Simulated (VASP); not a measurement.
AlRu:

```
CELL_PARAMETERS angstrom
3.03097 0.00000 0.00000
0.00000 3.03097 0.00000
0.00000 0.00000 3.03097
ATOMIC_POSITIONS crystal
Ru 0.50000 0.50000 0.50000
Al 0.00000 0.00000 0.00000
```

This cell differs from its parent crystal: volume scaled by 1.04.

Base run:

* Program: VASP 6.6.1
* Functional: PBEsol
* Potentials or basis: VASP PAW PBE potentials, release 64 (Ru_pv, Al)
* Cutoff: 520 eV
* k mesh: 9 × 9 × 9
* Occupations: fermi-dirac, width 0.05 eV
* Spin: no spin polarisation

Its results: pressure -10.7 GPa.

Problem. The run is repeated on the same cell with these changes: functional from PBEsol to PBE0; k mesh from 9 × 9 × 9 to 4 × 4 × 4. What comes out?

Solution. Pressure -14.5 GPa.

Several settings changed at once, so the effect can't be laid on one alone.

Caveats: some runs use coarse meshes; the PAW data sets were made with another functional, which shifts forces and pressure a little.
